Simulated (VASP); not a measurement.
# BAs (F-43m) in VASP: further runs

The runs below take BAs through single point, relaxation of cell and atoms, with RPBE, PBE, PBEsol+D3(BJ).

Program: VASP 6.6.1. These are calculated values, not measurements. Logs are shortened: lines on timing, memory, paths and dates and some standing lists are left out, and cuts for length are marked.

### Step 1. The cell of the first run

The structure is cubic, space group F-43m (No. 216). Conventional cell: a = 4.777 Å, b = 4.777 Å, c = 4.777 Å, α = 90.00°, β = 90.00°, γ = 90.00°. Within 2.7 Å of As (site symmetry -43m) lie 4 B at 2.07 Å. Within 2.7 Å of B (site symmetry -43m) lie 4 As at 2.07 Å.

### Step 2. Single point, RPBE

INCAR

```
PREC     = Accurate       # precision mode
ENCUT    = 520            # plane-wave cutoff, eV
EDIFF    = 1E-6           # SCF threshold, eV
ISMEAR   = 0              # smearing method
SIGMA    = 0.05           # smearing width, eV
LREAL    = False          # projectors in reciprocal space
LASPH    = True           # aspherical terms in the spheres
NELM     = 80             # most SCF steps
ALGO     = Normal         # electronic algorithm
ISIF     = 2              # what is computed and relaxed
LWAVE    = False          # write WAVECAR
LCHARG   = False          # write CHGCAR
GGA      = RP             # functional
NBANDS   = 11             # bands
```

KPOINTS

```
Automatic mesh
0
Gamma
  10 10 10
```

POSCAR

```
BAs
1.0
    0.0000000000      2.3885000000      2.3885000000
    2.3885000000      0.0000000000      2.3885000000
    2.3885000000      2.3885000000      0.0000000000
As B
1 1
Direct
    0.7500000000      0.7500000000      0.7500000000
    0.0000000000      0.0000000000      0.0000000000
```

Potentials or basis: VASP PAW PBE potentials, release 64 (As, B).

The run is started by

```console
> cat potpaw_PBE.64/As/POTCAR potpaw_PBE.64/B/POTCAR > POTCAR
> mpirun -np 1 vasp_std > vasp.out
```

OUTCAR:

```text
PREC = Accurate
   ENCUT = 520
   EDIFF = 1E-6
   ISMEAR = 0
   LREAL = False
   LASPH = True
   NELM = 80
   ISIF = 2
   GGA = RP

 ion  position               nearest neighbor table
   1  0.750  0.750  0.750-   2 2.07   2 2.07   2 2.07   2 2.07
   2  0.000  0.000  0.000-   1 2.07   1 2.07   1 2.07   1 2.07

  LATTYP: Found a face centered cubic cell.
 ALAT       =     4.7770000000

  Lattice vectors:

 A1 = (   0.0000000000,   2.3885000000,   2.3885000000)
 A2 = (   2.3885000000,   0.0000000000,   2.3885000000)
 A3 = (   2.3885000000,   2.3885000000,   0.0000000000)

Analysis of symmetry for initial positions (statically):
=====================================================================
 Subroutine PRICEL returns:
 Original cell was already a primitive cell.

 Routine SETGRP: Setting up the symmetry group for a
 face centered cubic supercell.

 Subroutine GETGRP returns: Found 24 space group operations
 (whereof 24 operations were pure point group operations)
 out of a pool of 48 trial point group operations.

The static configuration has the point symmetry T_d .

Analysis of symmetry for dynamics (positions and initial velocities):
=====================================================================
 Subroutine PRICEL returns:
 Original cell was already a primitive cell.

 Routine SETGRP: Setting up the symmetry group for a
 face centered cubic supercell.

 Subroutine GETGRP returns: Found 24 space group operations
 (whereof 24 operations were pure point group operations)
 out of a pool of 48 trial point group operations.

The dynamic configuration has the point symmetry T_d .

 Subroutine INISYM returns: Found 24 space group operations
 (whereof 24 operations are pure point group operations),
 and found     1 'primitive' translations

----------------------------------------------------------------------------------------

                                     Primitive cell

  volume of cell :      27.2525

  direct lattice vectors                    reciprocal lattice vectors
     0.000000000  2.388500000  2.388500000    -0.209336404  0.209336404  0.209336404
     2.388500000  0.000000000  2.388500000     0.209336404 -0.209336404  0.209336404
     2.388500000  2.388500000  0.000000000     0.209336404  0.209336404 -0.209336404

  length of vectors
     3.377849094  3.377849094  3.377849094     0.362581287  0.362581287  0.362581287

  position of ions in fractional coordinates (direct lattice)
     0.750000000  0.750000000  0.750000000
     0.000000000  0.000000000  0.000000000

  ion indices of the primitive-cell ions
   primitive index   ion index
                 1           1
                 2           2

----------------------------------------------------------------------------------------

 KPOINTS: Automatic mesh

Automatic generation of k-mesh.
 Grid dimensions read from file:
 generate k-points for:   10   10   10

 Generating k-lattice:

  Cartesian coordinates                     Fractional coordinates (reciprocal lattice)
    -0.020933640  0.020933640  0.020933640     0.100000000  0.000000000  0.000000000
     0.020933640 -0.020933640  0.020933640     0.000000000  0.100000000  0.000000000
     0.020933640  0.020933640 -0.020933640     0.000000000  0.000000000  0.100000000

  Length of vectors
     0.036258129  0.036258129  0.036258129

  Shift w.r.t. Gamma in fractional coordinates (k-lattice)
     0.000000000  0.000000000  0.000000000

 Subroutine IBZKPT returns following result:
 ===========================================

 Found     47 irreducible k-points:

 Following reciprocal coordinates:
            Coordinates               Weight
  0.000000  0.000000  0.000000      1.000000
  0.100000  0.000000  0.000000      8.000000
  0.200000  0.000000  0.000000      8.000000
  0.300000  0.000000  0.000000      8.000000
  0.400000  0.000000  0.000000      8.000000
  0.500000  0.000000  0.000000      4.000000
[... 16 lines left out ...]
  0.300000  0.300000  0.000000      6.000000
  0.400000  0.300000  0.000000     24.000000
 [... further k-points ...]
   k-points           NKPTS =     47   k-points in BZ     NKDIM =     47   number of bands    NBANDS=     11
   number of dos      NEDOS =    301   number of ions     NIONS =      2
   total plane-waves  NPLWV =  21952
   dimension x,y,z NGX =    28 NGY =   28 NGZ =   28
   dimension x,y,z NGXF=    56 NGYF=   56 NGZF=   56
   ions per type =               1   1
   NGX,Y,Z   is equivalent  to a cutoff of  13.78, 13.78, 13.78 a.u.
   NGXF,Y,Z  is equivalent  to a cutoff of  27.56, 27.56, 27.56 a.u.
 SYSTEM =  unknown system
   PREC   = accura    normal or accurate (medium, high low for compatibility)
   ISTART =      0    job   : 0-new  1-cont  2-samecut
   ICHARG =      2    charge: 1-file 2-atom 10-const
   ISPIN  =      1    spin polarized calculation?
   LNONCOLLINEAR =      F non collinear calculations
   LSORBIT =      F    spin-orbit coupling
   LASPH  =      T    aspherical Exc in radial PAW
   ENCUT  =  520.0 eV  38.22 Ry    6.18 a.u.   6.28  6.28  6.28*2*pi/ulx,y,z
   NELM   =     80;   NELMIN=  2; NELMDL= -5     # of ELM steps
   EDIFF  = 0.1E-05   stopping-criterion for ELM
   LREAL  =      F    real-space projection
   EDIFFG = 0.1E-04   stopping-criterion for IOM
   NSW    =      0    number of steps for IOM
   IBRION =     -1    ionic relax: 0-MD 1-quasi-New 2-CG
   NFREE  =      0    steps in history (QN), initial steepest desc. (CG)
   ISIF   =      2    stress and relaxation
   ISYM   =      2    0-nonsym 1-usesym 2-fastsym
   POTIM  = 0.5000    time-step for ionic-motion
   TEBEG  =    0.0;   TEEND  =   0.0 temperature during run
   PSTRESS=    0.0 pullay stress
   NELECT =       8.0000    total number of electrons
   NUPDOWN=      -1.0000    fix difference up-down
   EMIN   =  10.00;   EMAX   =-10.00  energy-range for DOS
   EFERMI =   0.00;   METHOD = LEGACY
   ISMEAR =     0;   SIGMA  =   0.05  broadening in eV -4-tet -1-fermi 0-gaus
   EFERMI_NEDOS =   21; number of points for ismear=-14 and -15
   IALGO  =     38    algorithm
   IMIX   =      4    mixing-type and parameters
     AMIX     =   0.40;   BMIX     =  1.00
     AMIX_MAG =   1.60;   BMIX_MAG =  1.00
  volume/ion in A,a.u.               =      13.63        91.95
  Fermi-wavevector in a.u.,A,eV,Ry     =   1.088018  2.056057 16.106360  1.183784
  Thomas-Fermi vector in A             =   2.224191
   LORBIT       =      0    0 simple, 1 ext, 2 COOP (PROOUT), +10 PAW based schemes
   GGA     = RP    functional components
   LHFCALC =     F    Hartree Fock is set to
   AEXX    =    0.0000 exact exchange contribution
   IVDW    =     0    specifies the selected vdW correction
   LEPSILON=     F    determine dielectric tensor
   LRPA    =     F    only Hartree local field effects (RPA)
 non-spin polarized calculation
 Gauss-broadening in eV      SIGMA  =   0.05
  energy-cutoff  :      520.00
  volume of cell :       27.25
 maximum number of plane-waves:       754
 NGX is ok and might be reduce to    28
   NGX = 13   NGY = 13   NGZ = 13

 number of electron       8.0000000 magnetization

 Free energy of the ion-electron system (eV)
  ---------------------------------------------------
  ext. energy  EPLUGINS =         0.00000000
  ---------------------------------------------------
  free energy    TOTEN  =       -10.72716877 eV

  energy without entropy =      -10.72716877  energy(sigma->0) =      -10.72716877

 E-fermi :   6.4619     XC(G=0): -10.4999

 val. band max:        6.2313159458   @ k =   0.0000   0.0000   0.0000
 cond. band min:       7.4382809572   @ k =   0.4000   0.4000   0.0000
 fundamental gap:      1.2069650114
 Fermi energy:         6.4618806867

 k-point     1 :       0.0000    0.0000    0.0000
  band No.  band energies     occupation
      1      -9.1740      2.00000
      2       6.2313      2.00000
      3       6.2313      2.00000
      4       6.2313      2.00000
      5       9.5071      0.00000
      6       9.5071      0.00000
      7       9.5071      0.00000
      8      10.9430      0.00000
      9      15.9632      0.00000
     10      19.1170      0.00000
     11      19.1170      0.00000

 k-point     2 :       0.1000    0.0000    0.0000
  band No.  band energies     occupation
      1      -9.0097      2.00000
      2       4.8326      2.00000
      3       5.9286      2.00000
      4       5.9286      2.00000
      5       9.6702      0.00000
      6       9.9060      0.00000
      7       9.9060      0.00000
      8      11.8132      0.00000
      9      16.6032      0.00000
     10      18.0856      0.00000
     11      18.0856      0.00000

 k-point     3 :       0.2000    0.0000    0.0000
  band No.  band energies     occupation
      1      -8.5248      2.00000
      2       2.4652      2.00000
      3       5.3522      2.00000
      4       5.3522      2.00000
      5       9.4607      0.00000
      6      10.6255      0.00000
      7      10.6255      0.00000
      8      13.4583      0.00000
      9      17.3761      0.00000
     10      17.3761      0.00000
     11      17.5827      0.00000

 k-point     4 :       0.3000    0.0000    0.0000
  band No.  band energies     occupation
      1      -7.7558      2.00000
      2       0.1721      2.00000
      3       4.8427      2.00000
      4       4.8427      2.00000
      5       9.1881      0.00000
      6      11.0284      0.00000
      7      11.0284      0.00000
      8      14.7515      0.00000
      9      17.6941      0.00000
     10      17.8311      0.00000
     11      17.8311      0.00000
[... 239 lines left out ...]
 k-point    22 :      -0.2000    0.2000    0.0000
  band No.  band energies     occupation
      1      -7.4918      2.00000
      2       0.7494      2.00000
      3       2.1570      2.00000
      4       4.9343      2.00000
      5      10.1834      0.00000
      6      11.3529      0.00000
      7      12.2742      0.00000
      8      13.2858      0.00000
      9      16.1060      0.00000
     10      18.9597      0.00000
     11      20.4890      0.00000

 k-point    23 :       0.3000    0.3000    0.0000
  band No.  band energies     occupation
      1      -7.2549      2.00000
      2       1.0016      2.00000
      3       3.0366      2.00000
      4       3.0366      2.00000
      5       7.6553      0.00000
      6       9.9239      0.00000
      7      14.7127      0.00000
      8      14.7127      0.00000
      9      17.2979      0.00000
     10      21.2624      0.00000
     11      21.4183      0.00000

 k-point    24 :       0.4000    0.3000    0.0000
  band No.  band energies     occupation
      1      -6.5244      2.00000
      2      -0.2477      2.00000
      3       2.2524      2.00000
      4       2.7395      2.00000
      5       7.9566      0.00000
      6       9.6624      0.00000
      7      15.1026      0.00000
      8      15.3297      0.00000
      9      18.3786      0.00000
     10      22.0608      0.00000
     11      22.1423      0.00000

 [... further k-points ...]
[... 5 lines left out ...]
  --------------------------------------------------------------------------------------
  -------------------------------------------------------------------------------------
  Total        1.0208042      1.0208042      1.0208042      0.0000000     -0.0000000      0.0000000
  in kB       60.0132700     60.0132700     60.0132700      0.0000000     -0.0000000      0.0000000
  external PRESSURE =      60.0132700 kB  Pullay stress =       0.0000000 kB

 VOLUME and BASIS-vectors are now :
 -----------------------------------------------------------------------------
  energy-cutoff  :      520.00
  volume of cell :       27.25
      direct lattice vectors                 reciprocal lattice vectors
     0.000000000  2.388500000  2.388500000    -0.209336404  0.209336404  0.209336404
     2.388500000  0.000000000  2.388500000     0.209336404 -0.209336404  0.209336404
     2.388500000  2.388500000  0.000000000     0.209336404  0.209336404 -0.209336404

 POSITION                                       TOTAL-FORCE (eV/Angst)
 -----------------------------------------------------------------------------------
      3.58275      3.58275      3.58275         0.000000      0.000000      0.000000
      0.00000      0.00000      0.00000        -0.000000     -0.000000     -0.000000
 -----------------------------------------------------------------------------------
    total drift:                                0.000000      0.000000      0.000000

  FREE ENERGIE OF THE ION-ELECTRON SYSTEM (eV)
  ---------------------------------------------------
  free  energy   TOTEN  =       -10.7271687737 eV

  energy  without entropy=      -10.7271687737  energy(sigma->0) =      -10.72716877
```

Wall time 29 s (1 thread of Intel Xeon Platinum 8375C at 2.90GHz (Ice Lake), shared host); peak memory 0.16 GiB.

What came out:

```
Free energy            : -10.7272 eV
Pressure               : 6.0 GPa
Band gap on the k mesh : 1.21 eV (least direct gap 3.28 eV)
```

Levels at points of the mesh, in eV from the valence-band top:
```csv
k point,band 2,band 3,band 4,band 5,band 6,band 7
"(0.00, 0.00, 0.00)",0.00,0.00,0.00,3.28,3.28,3.28
"(0.50, 0.00, 0.00)",-8.80,-1.83,-1.83,2.71,4.78,4.78
"(0.50, 0.50, 0.00)",-8.57,-4.09,-4.09,1.44,1.50,11.43
```

Caveat: the cell stands under pressure; the PAW data sets were made with another functional, which shifts forces and pressure a little. As with any semilocal functional, this RPBE gap is likely too small.

### Step 3. Single point, PBE

INCAR

```
SYSTEM = BAs
  ALGO = Normal
  EDIFF = 1E-7
  ENCUT = 520
  GGA = PE
  ISIF = 2
  ISMEAR = 0
  LASPH = .True.
  LCHARG = .True.
  LELF = .True.
  LREAL = .False.
  LVHAR = .True.
  LWAVE = .False.
  NBANDS = 11
  NELM = 80
  PREC = Accurate
  SIGMA = 0.019000000000000003
```

KPOINTS

```
k-points
0
Gamma
  10 10 10
  0 0 0
```

POSCAR is that of step 2.

Potentials or basis: VASP PAW PBE potentials, release 64 (As, B).

The run is started by

```console
> cat potpaw_PBE.64/As/POTCAR potpaw_PBE.64/B/POTCAR > POTCAR
> mpirun -np 1 vasp_std > vasp.out
```

It took 29 s on 1 thread of Intel Xeon Platinum 8375C at 2.90GHz (Ice Lake), shared host; peak memory 0.16 GiB.

It converged, with:

```yaml
Free_energy: -11.4064 eV
Pressure: 3.4 GPa
Band_gap_on_the_k_mesh: 1.18 eV (least direct gap 3.28 eV)
```

Levels at points of the mesh, in eV from the valence-band top:
```
           k point  band 2  band 3  band 4  band 5  band 6  band 7
(0.00, 0.00, 0.00)    0.00    0.00    0.00    3.28    3.28    3.28
(0.50, 0.00, 0.00)   -8.79   -1.82   -1.82    2.69    4.78    4.78
(0.50, 0.50, 0.00)   -8.53   -4.08   -4.08    1.43    1.44   11.37
```

Caveat: the cell stands under pressure.

### Step 4. Relaxation of cell and atoms, PBEsol+D3(BJ)

INCAR

```
ALGO = Normal
EDIFF = 1E-6
EDIFFG = -0.005
ENCUT = 600
GGA = PS
IBRION = 2
ISIF = 3
ISMEAR = -1
IVDW = 12
LASPH = T
LCHARG = F
LREAL = F
LWAVE = F
NELM = 100
NSW = 80
PREC = Accurate
SIGMA = 0.05
```

KPOINTS

```
k-points
0
Gamma
  10 10 10
```

POSCAR is that of step 3.

The run is started by

```console
> cat potpaw_PBE.64/As/POTCAR potpaw_PBE.64/B/POTCAR > POTCAR
> mpirun -np 1 vasp_std > vasp.out
```

Run time: 41 s. Hardware: 1 thread of Intel Xeon Platinum 8375C at 2.90GHz (Ice Lake), shared host; peak memory 0.17 GiB.

It converged, with:

| Item | Value |
| --- | --- |
| Free energy | -12.7588 eV |
| Relaxed volume | 13.32 Å³/atom |
| Relaxed cell | a = 3.352 Å, b = 3.352 Å, c = 3.352 Å, α = 60.00°, β = 60.00°, γ = 60.00° |
| Space group after relaxing (to 0.1 Å) | F-43m (No. 216) |
| Energy gained by relaxing | 3.1 meV/atom |
| Ionic steps | 3 |
| Pressure after relaxing | 0.0 GPa |
| Band gap on the k mesh | 1.05 eV (least direct gap 3.27 eV) |
| Dispersion energy per atom | -0.280 eV |

The path:
| step | energy change (eV) | largest force (eV/Å) | pressure (GPa) | volume (Å³) |
| --- | --- | --- | --- | --- |
| 1 | 0.0000 | 0.0000 | -3.18 | 27.25 |
| 2 | -0.0027 | 0.0000 | 2.56 | 26.20 |
| 3 | -0.0062 | 0.0000 | 0.00 | 26.64 |

Final structure:
```
As B
1.0
     0.00000    2.37056    2.37056
     2.37056    0.00000    2.37056
     2.37056    2.37056    0.00000
As B
1 1
Direct
  0.75000 0.75000 0.75000
  0.00000 0.00000 0.00000
```

Levels at points of the mesh, in eV from the valence-band top:
| k point | band 1 | band 2 | band 3 | band 4 | band 5 | band 6 | band 7 | band 8 |
| --- | --- | --- | --- | --- | --- | --- | --- | --- |
| (0.00, 0.00, 0.00) | -15.65 | 0.00 | 0.00 | 0.00 | 3.27 | 3.27 | 3.27 | 4.97 |
| (0.50, 0.00, 0.00) | -12.68 | -9.00 | -1.87 | -1.87 | 2.79 | 4.75 | 4.75 | 8.75 |
| (0.50, 0.50, 0.00) | -11.33 | -8.66 | -4.20 | -4.20 | 1.29 | 1.31 | 11.56 | 11.56 |

Caveat: the PAW data sets were made with another functional, which shifts forces and pressure a little. A k mesh can miss the band edges.

### Step 5. Overview

```tsv
task	level	cell	cutoff (eV)	smearing	gap on the mesh (eV)	pressure (GPa)
single point	RPBE	as given	520	gaussian 0.05 eV	1.21	6.0
single point	PBE	as given	520	gaussian 0.019 eV	1.18	3.4
relaxation of cell and atoms	PBEsol+D3(BJ)	relaxed	600	fermi-dirac 0.05 eV	1.05	0.0
```

Alike in all rows: potentials or basis VASP PAW PBE potentials, release 64 (As, B); no spin polarisation; k mesh 10 × 10 × 10.

Caveats: the cell stands under pressure (at least some runs); the PAW data sets were made with another functional, which shifts forces and pressure a little (at least some runs).

Absolute energies hang on the potentials; compare differences alone.
